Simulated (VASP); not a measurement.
## SiO2: single point with LDA

SiO2:

```
CELL_PARAMETERS angstrom
3.87408 0.00000 0.00000
0.00000 3.87408 0.00000
0.00000 0.00000 2.76764
ATOMIC_POSITIONS crystal
Si 0.50000 0.50000 0.50000
Si 0.00000 0.00000 0.00000
O 0.69443 0.69443 0.00000
O 0.19443 0.80557 0.50000
O 0.30557 0.30557 0.00000
O 0.80557 0.19443 0.50000
```

This cell differs from its parent crystal: volume 6.923 Å^3 an atom, c/a of the conventional cell 0.7144.

| Item | Value |
| --- | --- |
| Program | VASP 6.6.1 |
| Task | single point |
| Functional | LDA |
| Potentials or basis | VASP PAW LDA potentials, release 64 (Si, O) |
| Cutoff | 520 eV |
| k mesh | 6 × 6 × 10 |
| Occupations | gaussian, width 0.05 eV |
| Spin | no spin polarisation |
| Dipole correction | no |
| Further INCAR settings | ALGO = Normal; EDIFF = 1e-06; NBANDS = 25 |

- Pressure: 40.5 GPa
- Largest force: 0.715 eV/Å
- Band gap on the k mesh: 5.37 eV, direct

Forces on the atoms (eV/Å):
```
Si   0.000  0.000  0.000
Si   0.000  0.000  0.000
O    0.505  0.505  0.000
O    0.505 -0.505  0.000
O   -0.505 -0.505  0.000
O   -0.505  0.505  0.000
```

Stress tensor (GPa, compression positive):
```
57.62  0.00  0.00
 0.00 57.62  0.00
 0.00  0.00  6.12
```

Levels at points of the mesh, in eV from the valence-band top:
```
           k point  band 12  band 13  band 14  band 15  band 16  band 17  band 18  band 19  band 20  band 21
(0.00, 0.00, 0.00)    -3.86    -2.85    -0.72    -0.72     0.00     5.37     7.15     7.71     7.71    10.86
(0.50, 0.00, 0.00)    -4.28    -3.16    -3.16    -1.03    -1.03     7.77     7.77     8.76     8.76    12.94
(0.50, 0.50, 0.00)    -4.14    -3.25    -3.25    -2.12    -2.12     7.61     7.61     9.99     9.99    14.90
(0.00, 0.00, 0.50)    -4.59    -3.98    -3.98    -2.85    -2.85    10.82    10.82    12.81    12.81    13.59
(0.50, 0.00, 0.50)    -4.39    -2.13    -2.13    -1.82    -1.82    10.15    10.15    12.30    12.30    12.84
(0.50, 0.50, 0.50)    -4.31    -1.55    -1.55    -1.47    -1.47     9.05     9.05    12.06    12.06    12.42
```

It took 37 s on 1 thread of Intel(R) Xeon(R) Platinum 8375C CPU @ 2.90GHz (Ice Lake) (shared host), peak memory 0.16 GiB.

 A k mesh can miss the band edges.
